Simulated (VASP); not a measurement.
Set up this calculation in VASP 6.6.1, as the native input.

* Task: single point
* Functional: PBEsol
* Potentials or basis: VASP PAW PBE potentials, release 64 (Ca_sv, Ge_d, N)
* Cutoff: 520 eV
* k mesh: 10 × 10 × 10
* Occupations: gaussian, width 0.15 eV
* Spin: no spin polarisation
* Dipole correction: no
* Further INCAR settings: ALGO = Normal; EDIFF = 1e-07; NBANDS = 32

The structure of Ca3GeN lies in POSCAR:

```
Ca3GeN
1.0
    4.7573000000      0.0000000000      0.0000000000
    0.0000000000      4.7573000000      0.3120788800
    0.0000000000      0.3120788800      4.7573000000
Ca Ge N
3 1 1
Direct
    0.0000000000      0.5000000000      0.5000000000
    0.5000000000      0.0000000000      0.5000000000
    0.5000000000      0.5000000000      0.0000000000
    0.0000000000      0.0000000000      0.0000000000
    0.5000000000      0.5000000000      0.5000000000
```

This cell differs from its parent crystal: strain +0.1312 x Voigt [0, 0, 0, 1, 0, 0].

These files were run (other wordings do the same):

INCAR

```
SYSTEM = Ca3GeN
PREC = Accurate
ENCUT = 520
EDIFF = 1E-7
ISMEAR = 0
SIGMA = 0.15
LREAL = .FALSE.
LASPH = .TRUE.
NELM = 80
ALGO = Normal
ISIF = 2
LWAVE = .FALSE.
LCHARG = .FALSE.
GGA = PS
NBANDS = 32
```

KPOINTS

```
regular mesh
0
G
  10 10 10
  0 0 0
```

Potentials or basis: VASP PAW PBE potentials, release 64 (Ca_sv, Ge_d, N).

Run with:

```sh
$ cat potpaw_PBE.64/Ca_sv/POTCAR potpaw_PBE.64/Ge_d/POTCAR potpaw_PBE.64/N/POTCAR > POTCAR
$ mpirun -np 1 vasp_std > vasp.out
```

Results of the run:

```
Pressure : 0.5 GPa
```

Caveat: the cell differs from its parent crystal (strain +0.1312 x Voigt [0, 0, 0, 1, 0, 0]); the PAW data sets were made with another functional, which shifts forces and pressure a little.

Wall time 11 min on 1 thread of Oxide Virtual Turin-like Processor, on a shared host, peak memory 0.61 GiB.
